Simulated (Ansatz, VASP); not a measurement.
**Ni: VASP beside Ansatz**

```xyz
1
Lattice="0.0000 1.7592 1.7592 1.7592 0.0000 1.7592 1.7592 1.7592 0.0000" Properties=species:S:1:pos:R:3 pbc="T T T"
Ni    0.0000    0.0000    0.0000
```

Alike in both runs: functional PBE; k mesh 20 × 20 × 20; occupations gaussian, width 0.1 eV; collinear spin.

Ansatz relaxed the structure, and its values are those at the end. VASP's run is a single point on that final structure, the one shown.

```csv
,VASP,Ansatz
version,VASP 6.6.1,Ansatz 0.2.0
potentials or method,"VASP PAW PBE potentials, release 64 (Ni), cutoff 520 eV","scalar-relativistic, plane waves, PAW"
valence electrons in the cell,10,18
```

VASP gave:

```
gap on the k mesh at the Fermi level (eV)                     : none
pressure (GPa)                                                : 0.0
net moment per atom (μB)                                      : 0.63
size of the moment on the site where the two differ most (μB) : 0.64
```

Estimate Ansatz's values.

gap on the k mesh at the Fermi level (eV): none; pressure (GPa): 0.0; net moment per atom (μB): 0.64; size of the moment on the site where the two differ most (μB): 0.68.

Site moments also hang on the region over which each program counts them. A gap of «none» marks a metal or a gap that the smearing closes. VASP's potentials hold 10 valence electrons a cell and Ansatz's 18, so a difference there can come from the potentials and not from the codes.
